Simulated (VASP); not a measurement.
# Fe (Im-3m) in VASP: notebook

The runs below take Fe through single point, with PBEsol, r2SCAN.

All numbers are computed with VASP 6.6.1; they aren't measurements. Logs are shortened: lines on timing, memory, paths and dates and some standing lists are left out, and cuts for length are marked.

### Step 1. The cell of the first run

The structure is cubic, space group Im-3m (No. 229). Conventional cell: a = 2.787 Å, b = 2.787 Å, c = 2.787 Å, α = 90.00°, β = 90.00°, γ = 90.00°. Within 3.2 Å of Fe (site symmetry m-3m) lie 14 Fe at 2.41 to 2.79 Å.

### Step 2. Single point, PBEsol, collinear spin, ferromagnetic start

INCAR reads:

```
SYSTEM = Fe
PREC = Accurate
ENCUT = 520
EDIFF = 1E-6
ISMEAR = -1
SIGMA = 0.05
LREAL = .FALSE.
LASPH = .TRUE.
NELM = 150
ALGO = Normal
ISIF = 2
LWAVE = .FALSE.
LCHARG = .FALSE.
ISPIN = 2
MAGMOM = 2.2
LORBIT = 11
LMAXMIX = 4
GGA = PS
NBANDS = 14
```

KPOINTS reads:

```
regular mesh
0
G
  15 15 15
  0 0 0
```

POSCAR reads:

```
Fe
1.0
   -1.3935430000      1.3935430000      1.3935430000
    1.3935430000     -1.3935430000      1.3935430000
    1.3935430000      1.3935430000     -1.3935430000
Fe
1
Direct
    0.0000000000      0.0000000000      0.0000000000
```

Potentials or basis: VASP PAW PBE potentials, release 64 (Fe).

Launch:

```bash
$ cat potpaw_PBE.64/Fe/POTCAR > POTCAR
$ mpirun -np 1 vasp_std > vasp.out
```

OUTCAR:

```text
SYSTEM = Fe
   PREC = Accurate
   ENCUT = 520
   EDIFF = 1E-6
   ISMEAR = -1
   LREAL = .FALSE.
   LASPH = .TRUE.
   NELM = 150
   ISIF = 2
   ISPIN = 2
   LORBIT = 11
   GGA = PS

 ion  position               nearest neighbor table
   1  0.000  0.000  0.000-

  LATTYP: Found a body centered cubic cell.
 ALAT       =     2.7870860000

  Lattice vectors:

 A1 = (  -1.3935430000,   1.3935430000,   1.3935430000)
 A2 = (   1.3935430000,  -1.3935430000,   1.3935430000)
 A3 = (   1.3935430000,   1.3935430000,  -1.3935430000)

Analysis of symmetry for initial positions (statically):
=====================================================================
 Subroutine PRICEL returns:
 Original cell was already a primitive cell.

 Routine SETGRP: Setting up the symmetry group for a
 body centered cubic supercell.

 Subroutine GETGRP returns: Found 48 space group operations
 (whereof 48 operations were pure point group operations)
 out of a pool of 48 trial point group operations.

The static configuration has the point symmetry O_h .

Analysis of symmetry for dynamics (positions and initial velocities):
=====================================================================
 Subroutine PRICEL returns:
 Original cell was already a primitive cell.

 Routine SETGRP: Setting up the symmetry group for a
 body centered cubic supercell.

 Subroutine GETGRP returns: Found 48 space group operations
 (whereof 48 operations were pure point group operations)
 out of a pool of 48 trial point group operations.

The dynamic configuration has the point symmetry O_h .

Analysis of structural, dynamic, and magnetic symmetry:
=====================================================================
 Subroutine PRICEL returns:
 Original cell was already a primitive cell.

 Routine SETGRP: Setting up the symmetry group for a
 body centered cubic supercell.

 Subroutine GETGRP returns: Found 48 space group operations
 (whereof 48 operations were pure point group operations)
 out of a pool of 48 trial point group operations.

The overall configuration has the point symmetry O_h .

 Subroutine INISYM returns: Found 48 space group operations
 (whereof 48 operations are pure point group operations),
 and found     1 'primitive' translations

----------------------------------------------------------------------------------------

                                     Primitive cell

  volume of cell :      10.8248

  direct lattice vectors                    reciprocal lattice vectors
    -1.393543000  1.393543000  1.393543000     0.000000000  0.358797683  0.358797683
     1.393543000 -1.393543000  1.393543000     0.358797683  0.000000000  0.358797683
[... 118 lines left out ...]
 NGX is ok and might be reduce to    18
   NGX =  9   NGY =  9   NGZ =  9

 number of electron       8.0000003 magnetization       2.1172483

 Free energy of the ion-electron system (eV)
  ---------------------------------------------------
  ext. energy  EPLUGINS =         0.00000000
  ---------------------------------------------------
  free energy    TOTEN  =        -8.92266288 eV

  energy without entropy =       -8.91463943  energy(sigma->0) =       -8.91865115

 E-fermi :   6.2318     XC(G=0): -13.5553

 val. band max:        6.2296236332   @ k =  -0.4000   0.4000   0.2667
 cond. band min:       6.2370720646   @ k =  -0.4000   0.4667   0.0667
 fundamental gap:      0.0074484314
 Fermi energy:         6.2318388663

 spin component 1

 k-point     1 :       0.0000    0.0000    0.0000
  band No.  band energies     occupation
      1      -2.6312      1.00000
      2       3.7704      1.00000
      3       3.7704      1.00000
      4       3.7704      1.00000
      5       5.1374      1.00000
      6       5.1374      1.00000
      7      31.5811      0.00000
      8      31.5811      0.00000
      9      31.5811      0.00000
     10      37.0071      0.00000
     11      37.0071      0.00000
     12      39.5582      0.00000
     13      39.5582      0.00000
     14      39.5582      0.00000
[... 379 lines left out ...]
      3       3.7680      1.00000
      4       5.1856      1.00000
      5       5.7132      0.99997
      6      10.1979      0.00000
      7      14.1046      0.00000
      8      19.3450      0.00000
      9      25.9879      0.00000
     10      33.0434      0.00000
     11      37.7560      0.00000
     12      41.1592      0.00000
     13      45.4451      0.00000
     14      51.2114      0.00000

 [... further k-points ...]

 spin component 2

 k-point     1 :       0.0000    0.0000    0.0000
  band No.  band energies     occupation
      1      -2.3687      1.00000
      2       5.6260      0.99999
      3       5.6261      0.99999
      4       5.6261      0.99999
      5       7.7163      0.00000
      6       7.7164      0.00000
      7      31.5025      0.00000
      8      31.5025      0.00000
      9      31.5025      0.00000
     10      37.3220      0.00000
     11      37.3220      0.00000
     12      40.2857      0.00000
     13      40.2857      0.00000
     14      40.2857      0.00000
[... 379 lines left out ...]
      3       5.1320      1.00000
      4       7.5598      0.00000
      5       8.0841      0.00000
      6      11.4604      0.00000
      7      15.3458      0.00000
      8      20.0579      0.00000
      9      26.5178      0.00000
     10      33.4150      0.00000
     11      37.9804      0.00000
     12      41.7333      0.00000
     13      46.3223      0.00000
     14      51.3060      0.00000

 [... further k-points ...]
[... 5 lines left out ...]
  --------------------------------------------------------------------------------------
  -------------------------------------------------------------------------------------
  Total        0.0111531      0.0111531      0.0111531      0.0000000      0.0000000     -0.0000000
  in kB        1.6507685      1.6507685      1.6507685      0.0000000      0.0000000     -0.0000000
  external PRESSURE =       1.6507685 kB  Pullay stress =       0.0000000 kB

 VOLUME and BASIS-vectors are now :
 -----------------------------------------------------------------------------
  energy-cutoff  :      520.00
  volume of cell :       10.82
      direct lattice vectors                 reciprocal lattice vectors
    -1.393543000  1.393543000  1.393543000     0.000000000  0.358797683  0.358797683
     1.393543000 -1.393543000  1.393543000     0.358797683  0.000000000  0.358797683
     1.393543000  1.393543000 -1.393543000     0.358797683  0.358797683  0.000000000

 POSITION                                       TOTAL-FORCE (eV/Angst)
 -----------------------------------------------------------------------------------
      0.00000      0.00000      0.00000         0.000000     -0.000000     -0.000000
 -----------------------------------------------------------------------------------
    total drift:                                0.000000     -0.000000      0.000000

  FREE ENERGIE OF THE ION-ELECTRON SYSTEM (eV)
  ---------------------------------------------------
  free  energy   TOTEN  =        -8.9226628785 eV

  energy  without entropy=       -8.9146394294  energy(sigma->0) =       -8.91865115

 total charge

# of ion       s       p       d       tot
------------------------------------------
    1        0.511   0.590   6.277   7.378

 magnetization (x)

# of ion       s       p       d       tot
------------------------------------------
    1       -0.013  -0.052   2.165   2.100
```

OSZICAR:

```text
N       E                     dE             d eps       ncg     rms          rms(c)
DAV:   1     0.201108055078E+02    0.20111E+02   -0.38242E+03  7434   0.699E+02
DAV:   2    -0.928930891736E+01   -0.29400E+02   -0.27084E+02  7386   0.128E+02
DAV:   3    -0.101435132989E+02   -0.85420E+00   -0.84793E+00  8190   0.226E+01
DAV:   4    -0.101462382174E+02   -0.27249E-02   -0.27247E-02  7802   0.116E+00
DAV:   5    -0.101462503342E+02   -0.12117E-04   -0.12117E-04  8262   0.786E-02    0.126E+01
DAV:   6    -0.900169041268E+01    0.11446E+01   -0.10527E+01  8616   0.385E+01    0.500E+00
DAV:   7    -0.893879141345E+01    0.62899E-01   -0.56904E-01  8310   0.866E+00    0.319E+00
DAV:   8    -0.893092242361E+01    0.78690E-02   -0.70474E-03  8042   0.470E-01    0.145E+00
DAV:   9    -0.892257356018E+01    0.83489E-02   -0.78700E-03  9136   0.495E-01    0.386E-01
DAV:  10    -0.892266319510E+01   -0.89635E-04   -0.61743E-04  7884   0.255E-01    0.112E-01
DAV:  11    -0.892266231055E+01    0.88455E-06   -0.19948E-04  8064   0.130E-01    0.311E-02
DAV:  12    -0.892266287851E+01   -0.56796E-06   -0.46453E-06  7746   0.252E-02
   1 F= -.89226629E+01 E0= -.89186512E+01  d E =-.802345E-02  mag=     2.1188
```

stdout:

```text
POSCAR found type information on POSCAR Fe
 POSCAR found :  1 types and       1 ions
 scaLAPACK will be used
 -----------------------------------------------------------------------------
|                                                                             |
|                                                                             |
|     You enforced a specific xc type in the INCAR file but a different       |
|     I HOPE YOU KNOW WHAT YOU ARE DOING!                                     |
|                                                                             |
 -----------------------------------------------------------------------------

 LDA part: xc-table for (Slater+PW92), standard interpolation
 POSCAR, INCAR and KPOINTS ok, starting setup
 FFT: planning ... GRIDC
 FFT: planning ... GRID_SOFT
 FFT: planning ... GRID
 WAVECAR not read
 entering main loop
```

Run time: 89 s. Hardware: 1 thread of AMD EPYC 7R13, shared host; peak memory 0.11 GiB.

Results:

| Quantity | Value |
| --- | --- |
| Free energy | -8.9227 eV |
| Pressure | 0.2 GPa |
| Net moment | 2.12 μB per cell |
| Site moments | Fe +2.10 μB |
| Valence electrons inside the program's atomic spheres | Fe 7.38 |

Caveat: the PAW data sets were made with another functional, which shifts forces and pressure a little.

(Continued in part 2 of 2.)
